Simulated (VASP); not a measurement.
KCd2P2:

```
K Cd P
1.0
    -2.20247    2.20247    6.07008
     2.20247   -2.20247    6.07008
     2.20247    2.20247   -6.07008
K Cd P
1 2 2
Cartesian
  0.0000 0.0000 0.0000
  2.2025 0.0000 3.0350
  0.0000 2.2025 3.0350
  0.0000 0.0000 7.8078
  0.0000 0.0000 4.3323
```

The cell was generated, and may not be a known phase.

- Program: VASP 6.6.1
- Task: relaxation of cell and atoms
- Functional: PBE
- Potentials or basis: VASP PAW PBE potentials, release 64 (K_sv, Cd, P)
- Cutoff: 500 eV
- k mesh: 6 × 6 × 6
- Occupations: gaussian, width 0.1 eV
- Spin: no spin polarisation

At the start: pressure 6.9 GPa; volume 23.56 Å³/atom.

**Question.** How do energy, volume and symmetry change on relaxing?

**Answer.** Over 25 steps the energy falls by 95.7 meV/atom and the volume is 24.27 Å³/atom (+3.0 %); space group I4/mmm (No. 139, to 0.1 Å) before and after.

Step by step:
| step | energy change (eV) | largest force (eV/Å) | pressure (GPa) | volume (Å³) |
| --- | --- | --- | --- | --- |
| 1 | 0.0000 | 1.7275 | 6.92 | 117.78 |
| 2 | -0.3396 | 0.1255 | -2.20 | 135.99 |
| 3 | -0.3695 | 0.4260 | -0.60 | 131.44 |
| 4 | -0.3985 | 0.3606 | -0.52 | 130.28 |
| 5 | -0.4518 | 0.1230 | -0.23 | 126.79 |
| 6 | -0.4560 | 0.0006 | -0.07 | 125.27 |
| 7 | -0.4562 | 0.0242 | -0.10 | 125.55 |
| 8 | -0.4571 | 0.0490 | 0.03 | 125.06 |
| 9 | -0.4578 | 0.0802 | 0.20 | 124.44 |
| 10 | -0.4578 | 0.1439 | 0.55 | 123.21 |
| 11 | -0.4580 | 0.1148 | 0.39 | 123.77 |
| 12 | -0.4582 | 0.1163 | 0.39 | 123.72 |
| 13 | -0.4587 | 0.1206 | 0.40 | 123.59 |
| 14 | -0.4599 | 0.1295 | 0.42 | 123.33 |
| 15 | -0.4624 | 0.1479 | 0.46 | 122.80 |
| 16 | -0.4670 | 0.1811 | 0.56 | 121.73 |
| 17 | -0.4670 | 0.2300 | 0.87 | 119.52 |
| 18 | -0.4689 | 0.2108 | 0.72 | 120.53 |
| 19 | -0.4720 | 0.1786 | 0.51 | 120.67 |
| 20 | -0.4746 | 0.1180 | 0.09 | 120.95 |
| 21 | -0.4746 | 0.1143 | 0.07 | 120.96 |
| 22 | -0.4756 | 0.1011 | 0.03 | 121.02 |
| 23 | -0.4777 | 0.0607 | -0.07 | 121.19 |
| 24 | -0.4779 | 0.0220 | -0.26 | 121.51 |
| 25 | -0.4785 | 0.0172 | -0.17 | 121.36 |

Final structure:
```cif
data_structure
_symmetry_space_group_name_H-M 'P 1'
_symmetry_Int_Tables_number 1
_cell_length_a 6.8168
_cell_length_b 6.8168
_cell_length_c 6.8168
_cell_angle_alpha 141.592
_cell_angle_beta 141.592
_cell_angle_gamma 55.444
_cell_volume 121.36
loop_
_atom_site_label
_atom_site_type_symbol
_atom_site_fract_x
_atom_site_fract_y
_atom_site_fract_z
_atom_site_occupancy
K1 K 0.00000 0.00000 0.00000 1
Cd1 Cd 0.25000 0.75000 0.50000 1
Cd2 Cd 0.75000 0.25000 0.50000 1
P1 P 0.62135 0.62135 0.00000 1
P2 P 0.37865 0.37865 0.00000 1
```
